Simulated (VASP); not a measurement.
# Ir (P6_3/mmc) in VASP: further runs

Ir is run at these levels: PBE; tasks: single point.

All numbers are computed with VASP 6.6.1; they aren't measurements. Logs are shortened: lines on timing, memory, paths and dates and some standing lists are left out, and cuts for length are marked.

## Step 1: The cell of the first run

It takes space group P6_3/mmc (No. 194, hexagonal). Conventional cell: a = 2.665 Å, b = 2.665 Å, c = 4.334 Å, α = 90.00°, β = 90.00°, γ = 120.00°. Ir (site symmetry -6m2) has 12 Ir at 2.66 to 2.67 Å within 3.5 Å.

## Step 2: Single point, PBE

INCAR reads:

```
ALGO = Normal ; EDIFF = 1E-7
ENCUT = 520 ; GGA = PE
ISIF = 2 ; ISMEAR = 0
LASPH = T ; LCHARG = F
LREAL = F ; LWAVE = F
NBANDS = 16 ; NELM = 100
PREC = Accurate ; SIGMA = 0.15
```

KPOINTS reads:

```
k-points
0
Gamma
  18 18 10
```

POSCAR reads:

```
Ir
1.0
    2.6654000000      0.0000000000      0.0000000000
   -1.3327000000      2.3083041113      0.0000000000
    0.0000000000      0.0000000000      4.3342000000
Ir
2
Direct
    0.6666666667      0.3333333333      0.7500000000
    0.3333333333      0.6666666667      0.2500000000
```

Potentials or basis: VASP PAW PBE potentials, release 64 (Ir).

The run is started by

```sh
> cat potpaw_PBE.64/Ir/POTCAR > POTCAR
> mpirun -np 1 vasp_std > vasp.out
```

OUTCAR:

```text
EDIFF = 1E-7
   ENCUT = 520
   GGA = PE
   ISIF = 2
   ISMEAR = 0
   LASPH = T
   LREAL = F
   NELM = 100
   PREC = Accurate

 ion  position               nearest neighbor table
   1  0.667  0.333  0.750-   2 2.66   2 2.66   2 2.66   2 2.66   2 2.66   2 2.66
   2  0.333  0.667  0.250-   1 2.66   1 2.66   1 2.66   1 2.66   1 2.66   1 2.66

  LATTYP: Found a hexagonal cell.
 ALAT       =     2.6654000000
 C/A-ratio  =     1.6260973963

  Lattice vectors:

 A1 = (   2.6654000000,   0.0000000000,   0.0000000000)
 A2 = (  -1.3327000000,   2.3083041113,   0.0000000000)
 A3 = (   0.0000000000,   0.0000000000,   4.3342000000)

Analysis of symmetry for initial positions (statically):
=====================================================================
 Subroutine PRICEL returns:
 Original cell was already a primitive cell.

 Routine SETGRP: Setting up the symmetry group for a
 hexagonal supercell.

 Subroutine GETGRP returns: Found 24 space group operations
 (whereof 12 operations were pure point group operations)
 out of a pool of 24 trial point group operations.

The static configuration has the point symmetry D_3d.
 The point group associated with its full space group is D_6h.

Analysis of symmetry for dynamics (positions and initial velocities):
=====================================================================
 Subroutine PRICEL returns:
 Original cell was already a primitive cell.

 Routine SETGRP: Setting up the symmetry group for a
 hexagonal supercell.

 Subroutine GETGRP returns: Found 24 space group operations
 (whereof 12 operations were pure point group operations)
 out of a pool of 24 trial point group operations.

The dynamic configuration has the point symmetry D_3d.
 The point group associated with its full space group is D_6h.

 Subroutine INISYM returns: Found 24 space group operations
 (whereof 12 operations are pure point group operations),
 and found     1 'primitive' translations

----------------------------------------------------------------------------------------

                                     Primitive cell

  volume of cell :      26.6664

  direct lattice vectors                    reciprocal lattice vectors
     2.665400000  0.000000000  0.000000000     0.375178210  0.216609240  0.000000000
    -1.332700000  2.308304111  0.000000000     0.000000000  0.433218481  0.000000000
     0.000000000  0.000000000  4.334200000     0.000000000  0.000000000  0.230723086

  length of vectors
     2.665400000  2.665400000  4.334200000     0.433218481  0.433218481  0.230723086

  position of ions in fractional coordinates (direct lattice)
     0.666666667  0.333333333  0.750000000
     0.333333333  0.666666667  0.250000000

  ion indices of the primitive-cell ions
   primitive index   ion index
                 1           1
                 2           2

----------------------------------------------------------------------------------------

 KPOINTS: k-points

Automatic generation of k-mesh.
 Grid dimensions read from file:
 generate k-points for:   18   18   10

 Generating k-lattice:

  Cartesian coordinates                     Fractional coordinates (reciprocal lattice)
     0.020843234  0.012033847  0.000000000     0.055555556  0.000000000  0.000000000
     0.000000000  0.024067693  0.000000000     0.000000000  0.055555556  0.000000000
     0.000000000  0.000000000  0.023072309     0.000000000  0.000000000  0.100000000

  Length of vectors
     0.024067693  0.024067693  0.023072309

  Shift w.r.t. Gamma in fractional coordinates (k-lattice)
     0.000000000  0.000000000  0.000000000

 Subroutine IBZKPT returns following result:
 ===========================================

 Found    222 irreducible k-points:

 Following reciprocal coordinates:
            Coordinates               Weight
  0.000000  0.000000  0.000000      1.000000
  0.055556 -0.000000  0.000000      6.000000
  0.111111 -0.000000  0.000000      6.000000
  0.166667 -0.000000  0.000000      6.000000
  0.222222  0.000000  0.000000      6.000000
  0.277778 -0.000000  0.000000      6.000000
[... 16 lines left out ...]
  0.333333  0.111111  0.000000     12.000000
  0.388889  0.111111  0.000000     12.000000
 [... further k-points ...]
   k-points           NKPTS =    222   k-points in BZ     NKDIM =    222   number of bands    NBANDS=     16
   number of dos      NEDOS =    301   number of ions     NIONS =      2
   total plane-waves  NPLWV =  12800
   dimension x,y,z NGX =    20 NGY =   20 NGZ =   32
   dimension x,y,z NGXF=    40 NGYF=   40 NGZF=   64
   ions per type =               2
   NGX,Y,Z   is equivalent  to a cutoff of  12.47, 12.47, 12.27 a.u.
   NGXF,Y,Z  is equivalent  to a cutoff of  24.95, 24.95, 24.55 a.u.
 SYSTEM =  unknown system
   PREC   = accura    normal or accurate (medium, high low for compatibility)
   ISTART =      0    job   : 0-new  1-cont  2-samecut
   ICHARG =      2    charge: 1-file 2-atom 10-const
   ISPIN  =      1    spin polarized calculation?
   LNONCOLLINEAR =      F non collinear calculations
   LSORBIT =      F    spin-orbit coupling
   LASPH  =      T    aspherical Exc in radial PAW
   ENCUT  =  520.0 eV  38.22 Ry    6.18 a.u.   4.96  4.96  8.06*2*pi/ulx,y,z
   NELM   =    100;   NELMIN=  2; NELMDL= -5     # of ELM steps
   EDIFF  = 0.1E-06   stopping-criterion for ELM
   LREAL  =      F    real-space projection
   EDIFFG = 0.1E-05   stopping-criterion for IOM
   NSW    =      0    number of steps for IOM
   IBRION =     -1    ionic relax: 0-MD 1-quasi-New 2-CG
   NFREE  =      0    steps in history (QN), initial steepest desc. (CG)
   ISIF   =      2    stress and relaxation
   ISYM   =      2    0-nonsym 1-usesym 2-fastsym
   POTIM  = 0.5000    time-step for ionic-motion
   TEBEG  =    0.0;   TEEND  =   0.0 temperature during run
   PSTRESS=    0.0 pullay stress
   NELECT =      18.0000    total number of electrons
   NUPDOWN=      -1.0000    fix difference up-down
   EMIN   =  10.00;   EMAX   =-10.00  energy-range for DOS
   EFERMI =   0.00;   METHOD = LEGACY
   ISMEAR =     0;   SIGMA  =   0.15  broadening in eV -4-tet -1-fermi 0-gaus
   EFERMI_NEDOS =   21; number of points for ismear=-14 and -15
   IALGO  =     38    algorithm
   IMIX   =      4    mixing-type and parameters
     AMIX     =   0.40;   BMIX     =  1.00
     AMIX_MAG =   1.60;   BMIX_MAG =  1.00
  volume/ion in A,a.u.               =      13.33        89.98
  Fermi-wavevector in a.u.,A,eV,Ry     =   1.436076  2.713791 28.059505  2.062315
  Thomas-Fermi vector in A             =   2.555305
   LORBIT       =      0    0 simple, 1 ext, 2 COOP (PROOUT), +10 PAW based schemes
   GGA     = PE    functional components
   LHFCALC =     F    Hartree Fock is set to
   AEXX    =    0.0000 exact exchange contribution
   IVDW    =     0    specifies the selected vdW correction
   LEPSILON=     F    determine dielectric tensor
   LRPA    =     F    only Hartree local field effects (RPA)
 non-spin polarized calculation
 Gauss-broadening in eV      SIGMA  =   0.15
  energy-cutoff  :      520.00
  volume of cell :       26.67
 maximum number of plane-waves:       756
 NGX is ok and might be reduce to    20
   NGX =  9   NGY =  9   NGZ = 17

 number of electron      17.9999998 magnetization

 Free energy of the ion-electron system (eV)
  ---------------------------------------------------
  ext. energy  EPLUGINS =         0.00000000
  ---------------------------------------------------
  free energy    TOTEN  =       -17.28555666 eV

  energy without entropy =      -17.26388037  energy(sigma->0) =      -17.27471852

 E-fermi :  11.6149     XC(G=0): -14.3430

 val. band max:       11.6058491368   @ k =   0.0556  -0.0000   0.4000
 cond. band min:      11.6238189849   @ k =   0.3333   0.3333   0.1000
 fundamental gap:      0.0179698481
 Fermi energy:        11.6149338474

 k-point     1 :       0.0000    0.0000    0.0000
  band No.  band energies     occupation
      1      -0.3042      2.00000
      2       2.7306      2.00000
      3       7.2355      2.00000
      4       7.3696      2.00000
      5       7.3696      2.00000
      6       8.0943      2.00000
[... 8 lines left out ...]
     15      27.9387      0.00000
     16      29.1850      0.00000

 k-point     2 :       0.0556   -0.0000    0.0000
  band No.  band energies     occupation
      1      -0.1743      2.00000
      2       2.8480      2.00000
      3       6.9905      2.00000
      4       7.4813      2.00000
      5       7.5842      2.00000
      6       8.0184      2.00000
[... 8 lines left out ...]
     15      28.1156      0.00000
     16      29.4089      0.00000

 k-point     3 :       0.1111   -0.0000    0.0000
  band No.  band energies     occupation
      1       0.2043      2.00000
      2       3.1766      2.00000
      3       6.6354      2.00000
      4       7.7378      2.00000
      5       7.8117      2.00000
      6       7.9716      2.00000
[... 8 lines left out ...]
     15      28.5841      0.00000
     16      29.9822      0.00000

 k-point     4 :       0.1667   -0.0000    0.0000
  band No.  band energies     occupation
      1       0.7956      2.00000
      2       3.6270      2.00000
      3       6.2906      2.00000
      4       7.2440      2.00000
      5       7.4843      2.00000
      6       8.3466      2.00000
[... 8 lines left out ...]
     15      28.9019      0.00000
     16      29.9611      0.00000
[... 324 lines left out ...]
 k-point    22 :       0.2778    0.1111    0.0000
  band No.  band energies     occupation
      1       3.2894      2.00000
      2       4.1900      2.00000
      3       4.8374      2.00000
      4       6.1899      2.00000
      5       7.0739      2.00000
      6       7.6029      2.00000
[... 8 lines left out ...]
     15      24.3236      0.00000
     16      26.7672      0.00000

 k-point    23 :       0.3333    0.1111    0.0000
  band No.  band energies     occupation
      1       3.6731      2.00000
      2       3.9516      2.00000
      3       4.4061      2.00000
      4       6.7017      2.00000
      5       6.9777      2.00000
      6       7.8816      2.00000
[... 8 lines left out ...]
     15      22.9809      0.00000
     16      26.2314      0.00000

 k-point    24 :       0.3889    0.1111    0.0000
  band No.  band energies     occupation
      1       3.7284      2.00000
      2       3.8847      2.00000
      3       4.1418      2.00000
      4       6.9487      2.00000
      5       7.2051      2.00000
      6       7.6652      2.00000
[... 8 lines left out ...]
     15      22.7296      0.00000
     16      25.6566      0.00000

 [... further k-points ...]
[... 5 lines left out ...]
  --------------------------------------------------------------------------------------
  -------------------------------------------------------------------------------------
  Total        6.5456269      6.5456269      6.4125303      0.0000000      0.0000000      0.0000000
  in kB      393.2760146    393.2760146    385.2792764      0.0000000      0.0000000      0.0000000
  external PRESSURE =     390.6104352 kB  Pullay stress =       0.0000000 kB

 VOLUME and BASIS-vectors are now :
 -----------------------------------------------------------------------------
  energy-cutoff  :      520.00
  volume of cell :       26.67
      direct lattice vectors                 reciprocal lattice vectors
     2.665400000  0.000000000  0.000000000     0.375178210  0.216609240  0.000000000
    -1.332700000  2.308304111  0.000000000     0.000000000  0.433218481  0.000000000
     0.000000000  0.000000000  4.334200000     0.000000000  0.000000000  0.230723086

 POSITION                                       TOTAL-FORCE (eV/Angst)
 -----------------------------------------------------------------------------------
      1.33270      0.76943      3.25065         0.000000     -0.000000      0.000000
     -0.00000      1.53887      1.08355        -0.000000      0.000000      0.000000
 -----------------------------------------------------------------------------------
    total drift:                               -0.000000      0.000000     -0.000000

  FREE ENERGIE OF THE ION-ELECTRON SYSTEM (eV)
  ---------------------------------------------------
  free  energy   TOTEN  =       -17.2855566649 eV

  energy  without entropy=      -17.2638803661  energy(sigma->0) =      -17.27471852
```

It took 28 s on 1 thread of AMD EPYC 9R45 (Zen 5), shared host; peak memory 0.17 GiB.

Results:

```
Free energy            : -17.2856 eV
Pressure               : 39.1 GPa
Band gap on the k mesh : zero (band 9 reaches 12.71 eV, above the bottom of band 10 at 9.01 eV)
```

Caveat: spin-orbit coupling is left out, which moves the levels of the heavy elements.

(Part 1 of 2 ends here.)
